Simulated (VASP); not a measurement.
TiSe2, 3 atoms in the cell. It takes space group P-3m1 (No. 164, trigonal). Conventional cell: a = 3.536 Å, b = 3.536 Å, c = 6.004 Å, α = 90.00°, β = 90.00°, γ = 120.00°. Ti (site symmetry -3m) has 6 Se at 2.55 Å within 3.4 Å. Se (site symmetry 3m) has 3 Ti at 2.55 Å within 3.4 Å. 

```yaml
Program: VASP 6.6.1
Task: vibrations by perturbation theory
Functional: PBE
Potentials_or_basis: VASP PAW PBE potentials, release 64 (Ti_sv, Se)
Cutoff: 500 eV
k_mesh: 6 × 6 × 4
Occupations: fermi-dirac, width 0.1 eV
Spin: no spin polarisation
Dipole_correction: no
Further_INCAR_settings: ALGO = Normal; EDIFF = 1e-08; IBRION = 8; NSW = 1
```

Potentials or basis: VASP PAW PBE potentials, release 64 (Ti_sv, Se).

Launch:

```sh
$ cat potpaw_PBE.64/Ti_sv/POTCAR potpaw_PBE.64/Se/POTCAR > POTCAR
$ mpirun -np 1 vasp_std > vasp.out
```

Hardware: 1 thread of Intel Xeon 8259CL, with other jobs on the host.

Task: Estimate the wall time of this run.

Result: It took 16 min on 1 thread of Intel Xeon 8259CL (shared host), peak memory 0.37 GiB. Counts: scf iterations 92, k points 24.
